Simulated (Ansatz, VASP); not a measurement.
# Two plane-wave programs on Ge

File INCAR:

```
SYSTEM = Ge
PREC     = Accurate       ! precision mode
ENCUT    = 520            ! plane-wave cutoff, eV
EDIFF    = 1E-7           ! SCF threshold, eV
ISMEAR   = -1             ! smearing method
SIGMA    = 0.1            ! smearing width, eV
LREAL    = .False.        ! projectors in reciprocal space
LASPH    = .True.         ! aspherical terms in the spheres
NELM     = 80             ! most SCF steps
ALGO     = Normal         ! electronic algorithm
ISIF     = 2              ! what is computed and relaxed
LWAVE    = .False.        ! write WAVECAR
LCHARG   = .True.         ! write CHGCAR
GGA      = CA             ! functional
LELF     = .True.         ! ELF
LVHAR    = .True.       
NBANDS   = 13             ! bands
```

The input KPOINTS:

```
regular mesh
0
Gamma
  15 15 15
  0 0 0
```

POSCAR

```
Ge
1.0
   -1.6700310219      1.6700310219      1.6700310219
    1.6700310219     -1.6700310219      1.6700310219
    1.6700310219      1.6700310219     -1.6700310219
Ge
1
Direct
    0.0000000000      0.0000000000      0.0000000000
```

Input for Ansatz:

```yaml
crystal:
  lattice:
    - [-1.6700310219, 1.6700310219, 1.6700310219]
    - [1.6700310219, -1.6700310219, 1.6700310219]
    - [1.6700310219, 1.6700310219, -1.6700310219]
  atoms:
    - { symbol: Ge, position: [0.0, 0.0, 0.0] }
hamiltonian:
  xc: lda
  pseudopotentials:
    kind: paw
    azcp:
      Ge: "pseudopotentials/Ge.paw.azcp"
basis:
  ecutwfc: 420
  fft_grid_basis: typed
kpoints:
  mp_grid: { grid: [15, 15, 15], shift: [0, 0, 0] }
magnetization:
  spin_polarized: false
scf:
  occupations: { method: fermi_dirac, width: 0.1 }
  lower_state_search: "off"
output:
  stress: true
```

Alike in both runs: task single point; functional LDA; k mesh 15 × 15 × 15; occupations fermi-dirac, width 0.1 eV; no spin polarisation.

|  | VASP | Ansatz |
| --- | --- | --- |
| version | VASP 6.6.1 | Ansatz 0.2.0 |
| potentials or method | VASP PAW LDA potentials, release 64 (Ge_d), cutoff 520 eV | plane waves (420 eV) with PAW, scalar-relativistic |
| valence electrons in the cell | 14 | 14 |

VASP gave:

```
pressure (GPa) : -3.3
```

Problem. What did Ansatz give for the same quantities?

Solution. Pressure (GPa): -3.2.

Ansatz warns that its potentials were made for another functional, while VASP's fit it. LDA's correlation is that of Perdew and Zunger in VASP and of Perdew and Wang (1992) in Ansatz.
